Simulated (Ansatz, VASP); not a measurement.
One calculation of Al, two programs

The input INCAR:

```
PREC = Accurate
ENCUT = 520
EDIFF = 1E-6
ISMEAR = 0
SIGMA = 0.15
LREAL = F
LASPH = T
NELM = 80
ALGO = Normal
ISIF = 2
LWAVE = F
LCHARG = F
GGA = PS
NBANDS = 8
```

Contents of KPOINTS:

```
regular mesh
0
Gamma
  20 20 20
```

Contents of POSCAR:

```
Al
1.0
   -1.5912186900      1.5514382228      1.5514382228
    1.5912186900     -1.6309991572      1.6309991572
    1.5912186900      1.6309991572     -1.6309991572
Al
1
Direct
    0.0000000000      0.0000000000      0.0000000000
```

Input for Ansatz:

```yaml
crystal:
  lattice:
    - [-1.59121869, 1.5514382228, 1.5514382228]
    - [1.59121869, -1.6309991572, 1.6309991572]
    - [1.59121869, 1.6309991572, -1.6309991572]
  atoms:
    - { symbol: Al, position: [0.0, 0.0, 0.0] }
basis:
  ecutwfc: 420
kpoints:
  mp_grid: { grid: [20, 20, 20] }
hamiltonian:
  xc: pbesol
scf:
  occupations: { method: gaussian, width: 0.15 }
output:
  forces: true
  stress: true
  eigenvalues: true
```

Change from the starting cell: strain -0.0500 x Voigt [0, 0, 0, 1, 0, 0], atoms carried along.

Alike in both runs: task single point; functional PBEsol; k mesh 20 × 20 × 20; occupations gaussian, width 0.15 eV; no spin polarisation.

|  | VASP | Ansatz |
| --- | --- | --- |
| version | VASP 6.6.1 | Ansatz 0.2.0 |
| potentials or method | VASP PAW PBE potentials, release 64 (Al), cutoff 520 eV | scalar-relativistic, plane waves, PAW |
| valence electrons in the cell | 3 | 3 |

|  | VASP | Ansatz | Ansatz less VASP |
| --- | --- | --- | --- |
| gap on the k mesh at the Fermi level (eV) | none | none | - |
| pressure (GPa) | 2.5 | 2.5 | -0.07 |
| traceless stress, the component that is largest in VASP (GPa) | 2.53 | 2.51 | -0.019 |

VASP's potentials were made for PBE, not for PBEsol. A gap of «none» marks a metal or a gap that the smearing closes.
